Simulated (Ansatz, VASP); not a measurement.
## Be2S in VASP and in Ansatz

```
CELL_PARAMETERS angstrom
-2.29392 2.29392 3.17887
2.29392 -2.29392 3.17887
2.29392 2.29392 -3.17887
ATOMIC_POSITIONS crystal
Be 0.31777 0.18223 0.50000
Be 0.81777 0.31777 0.13555
Be 0.68223 0.81777 0.50000
Be 0.18223 0.68223 0.86445
S 0.75000 0.75000 0.00000
S 0.25000 0.25000 0.00000
```

Alike in both runs: task relaxation of cell and atoms; functional PBE; k mesh 12 × 12 × 12; occupations gaussian, width 0.1 eV; no spin polarisation.

|  | VASP | Ansatz |
| --- | --- | --- |
| version | VASP 6.6.1 | Ansatz 0.2.0 |
| potentials or method | VASP PAW PBE potentials, release 64 (Be, S), cutoff 600 eV | scalar-relativistic, plane waves, PAW |
| valence electrons in the cell | 20 | 20 |

```tsv
	VASP	Ansatz	Ansatz less VASP
gap on the k mesh at the Fermi level, each at its own relaxed structure (eV)	none	none	-
relaxed volume (Å³/atom)	11.19	11.19	+0.001
relaxed cell length with the largest relative difference (Å)	4.550	4.550	+0.0004
```

A gap of «none» marks a metal or a gap that the smearing closes.
